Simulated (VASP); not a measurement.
Wanted: the native input for a VASP 6.6.1 run.

- Task: single point
- Functional: LDA
- Potentials or basis: VASP PAW LDA potentials, release 64 (Ag, Cd)
- Cutoff: 520 eV
- k mesh: 13 × 13 × 1
- Occupations: fermi-dirac, width 0.05 eV
- Spin: no spin polarisation
- Dipole correction: yes
- Further INCAR settings: ALGO = Normal; EDIFF = 1e-06; NBANDS = 36

The structure of CdAg4 lies in POSCAR:

```
CdAg4
1.0
    2.8284417091      0.0000000000      0.0000000000
   -1.4142208546      2.4495023732      0.0000000000
    0.0000000000      0.0000000000     25.2377000000
Ag Cd
4 1
Direct
    0.8333333333      0.1666666667      0.3170187853
    0.1666666667      0.8333333333      0.4083699060
    0.8333333333      0.1666666667      0.5916300942
    0.1666666667      0.8333333333      0.6829812142
    0.5000000000      0.5000000000      0.5000000003
```

The input as run:

INCAR

```
PREC = Accurate ; ENCUT = 520
EDIFF = 1E-6 ; ISMEAR = -1
SIGMA = 0.05 ; LREAL = F
LASPH = T ; NELM = 80
ALGO = Normal ; ISIF = 2
LWAVE = F ; LCHARG = F
LDIPOL = T ; IDIPOL = 3
DIPOL = 0.5 0.5 0.500 ; NBANDS = 36
```

KPOINTS

```
Automatic mesh
0
Gamma
  13 13 1
```

Potentials or basis: VASP PAW LDA potentials, release 64 (Ag, Cd).

Command:

```bash
$ cat potpaw_LDA.64/Ag/POTCAR potpaw_LDA.64/Cd/POTCAR > POTCAR
$ mpirun -np 1 vasp_std > vasp.out
```

It gave:

```json
{"Largest force": "0.420 eV/Å", "Band gap on the k mesh": "zero (bands 28 and 29 overlap by 5.47 eV)"}
```

Run time: 2.1 min on 1 thread of Intel(R) Xeon(R) 6975P-C (Granite Rapids) (shared host), peak memory 0.31 GiB.
